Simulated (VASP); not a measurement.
Here is a VASP 6.6.1 calculation.

Contents of INCAR:

```
  ALGO = Normal
  EDIFF = 1E-6
  ENCUT = 600
  GGA = PE
  GGA_COMPAT = False
  ISIF = 2
  ISMEAR = -1
  LASPH = True
  LCHARG = False
  LREAL = False
  LWAVE = False
  NBANDS = 14
  NELM = 120
  PREC = Accurate
  SIGMA = 0.01
```

File KPOINTS:

```
k-points
0
Gamma
  10 10 10
```

Contents of POSCAR:

```
HfN
1.0
   -0.0338850000      2.2590000000      2.2590000000
    2.2590000000     -0.0338850000      2.2590000000
    2.2251150000      2.2251150000      0.0000000000
Hf N
1 1
Direct
    0.0000000000      0.0000000000      0.0000000000
    0.5000000000      0.5000000000      0.5000000000
```

Potentials or basis: VASP PAW PBE potentials, release 64 (Hf_pv, N).

Launch:

```sh
$ cat potpaw_PBE.64/Hf_pv/POTCAR potpaw_PBE.64/N/POTCAR > POTCAR
$ mpirun -np 1 vasp_std > vasp.out
```

Task: Predict the band gap on the k mesh.

Result: Zero (an odd number of electrons rules out a gap without spin polarisation).

Task: What does it give for the pressure?

Result: 3.0 GPa.

Stress tensor (GPa, compression positive):
```
2.91 3.38 0.00
3.38 2.91 0.00
0.00 0.00 3.25
```

Caveat: the cell differs from its parent crystal (xy shear strain of -3 %); the cell stands under pressure; spin-orbit coupling is left out, which moves the levels of the heavy elements.
